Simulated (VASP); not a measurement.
A run of VASP 6.6.1 is set up as follows.

The input INCAR:

```
PREC = Accurate ; ENCUT = 520
EDIFF = 1E-6 ; ISMEAR = -1
SIGMA = 0.02 ; LREAL = F
LASPH = T ; NELM = 80
ALGO = Normal ; ISIF = 2
LWAVE = F ; LCHARG = F
GGA = PS ; NBANDS = 15
```

Contents of KPOINTS:

```
Automatic mesh
0
Gamma
  12 12 10
```

File POSCAR:

```
TaN
1.0
    2.8498588926      0.0000000000      0.0000000000
   -1.4249294463      2.4680501983      0.0000000000
    0.0000000000      0.0000000000      2.8830000000
Ta N
1 1
Direct
    0.3333333333      0.6666666667      0.5000000000
    0.0000000000      0.0000000000      0.0000000000
```

Potentials or basis: VASP PAW PBE potentials, release 64 (Ta_pv, N).

The run is started by

```console
$ cat potpaw_PBE.64/Ta_pv/POTCAR potpaw_PBE.64/N/POTCAR > POTCAR
$ mpirun -np 1 vasp_std > vasp.out
```

(1) Estimate the band gap on the k mesh.

(2) Predict the pressure.

Results:

(1) zero (band 8 reaches 8.96 eV, above the bottom of band 9 at 8.57 eV).

(2) 19.3 GPa.

Caveat: the cell differs from its parent crystal (equal xx and yy strain of -3 %); the PAW data sets were made with another functional, which shifts forces and pressure a little; spin-orbit coupling is left out, which moves the levels of the heavy elements.
